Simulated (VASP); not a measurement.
Input of a VASP 6.6.1 run:

The input INCAR:

```
  ALGO = Normal
  EDIFF = 1E-6
  ENCUT = 520
  GGA = PE
  ISIF = 2
  ISMEAR = -1
  LASPH = True
  LCHARG = True
  LELF = True
  LREAL = False
  LVHAR = True
  LWAVE = False
  NBANDS = 12
  NELM = 80
  PREC = Accurate
  SIGMA = 0.05
```

KPOINTS

```
k-points
0
Gamma
  10 10 10
```

The input POSCAR:

```
Ga
1.0
    2.4565595489      0.0000000000      0.0000000000
    0.0000000000      2.4565595489      0.0000000000
    0.0000000000      0.0000000000      2.4565595489
Ga
1
Direct
    0.0000000000      0.0000000000      0.0000000000
```

Potentials or basis: VASP PAW PBE potentials, release 64 (Ga_d).

The run is started by

```console
$ cat potpaw_PBE.64/Ga_d/POTCAR > POTCAR
$ mpirun -np 1 vasp_std > vasp.out
```

(1) Estimate the pressure.

Answers

(1) 30.3 GPa.
